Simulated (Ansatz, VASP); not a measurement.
**As in VASP and in Ansatz**

```
CELL_PARAMETERS angstrom
2.95375 0.00000 0.00000
-1.47687 2.55802 0.00000
0.00000 0.00000 10.00942
ATOMIC_POSITIONS crystal
As 0.00000 0.00000 0.00000
As 0.00000 0.00000 0.50000
As 0.33333 0.66667 0.25000
As 0.66667 0.33333 0.75000
```

Alike in both runs: task single point; functional RPBE; k mesh 14 × 14 × 4; occupations fermi-dirac, width 0.1 eV; no spin polarisation.

```csv
,VASP,Ansatz
version,VASP 6.6.1,Ansatz 0.2.0
potentials or method,"VASP PAW PBE potentials, release 64 (As), cutoff 520 eV","plane waves (420 eV) with PAW, scalar-relativistic"
valence electrons in the cell,20,60
```

|  | VASP | Ansatz | Ansatz less VASP |
| --- | --- | --- | --- |
| pressure (GPa) | 3.2 | 3.2 | -0.01 |
| traceless stress, the component that is largest in VASP (GPa) | 0.39 | 0.40 | +0.008 |

VASP's potentials were made for PBE, not for RPBE. VASP's potentials hold 20 valence electrons a cell and Ansatz's 60, so a difference there can come from the potentials and not from the codes.
